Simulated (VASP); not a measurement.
# Al: single point with HSE06

The system is Al.

```
Al
1.0
     0.00000    2.03821    2.03821
     2.03821    0.00000    2.03821
     2.03821    2.03821    0.00000
Al
1
Direct
  0.00000 0.00000 0.00000
```

| Property | Result |
| --- | --- |
| Program | VASP 6.6.1 |
| Task | single point |
| Functional | HSE06 |
| Potentials or basis | VASP PAW PBE potentials, release 64 (Al) |
| Cutoff | 520 eV |
| k mesh | 6 × 6 × 6 |
| Occupations | fermi-dirac, width 0.05 eV |
| Spin | no spin polarisation |
| Dipole correction | no |
| Grid for exact exchange (PRECFOCK) | Normal |
| Further INCAR settings | ALGO = Normal; EDIFF = 1e-07; NBANDS = 8 |
| Share of exact exchange | 0.25 |
| Screening parameter | 0.2079 1/Å |

```json
{
  "Pressure": "-2.3 GPa",
  "Band gap on the k mesh": "zero (an odd number of electrons rules out a gap without spin polarisation)"
}
```

Levels at points of the mesh, in eV from the Fermi level:
```tsv
k point	band 1	band 2	band 3	band 4	band 5	band 6
(0.00, 0.00, 0.00)	-12.94	13.11	13.11	13.11	14.44	14.44
(0.50, 0.00, 0.00)	-5.59	-5.40	11.70	11.70	11.90	11.90
(0.50, 0.50, 0.00)	-3.74	-2.17	5.44	5.69	5.69	9.23
```

It took 2.4 min on 1 thread of AMD EPYC 7R13 (shared host), peak memory 0.2 GiB.

Caveat: the k points lie up to 0.44 Å⁻¹ apart, too coarse for converged energies and pressures of a metal; the PAW data sets were made with another functional, which shifts forces and pressure a little.
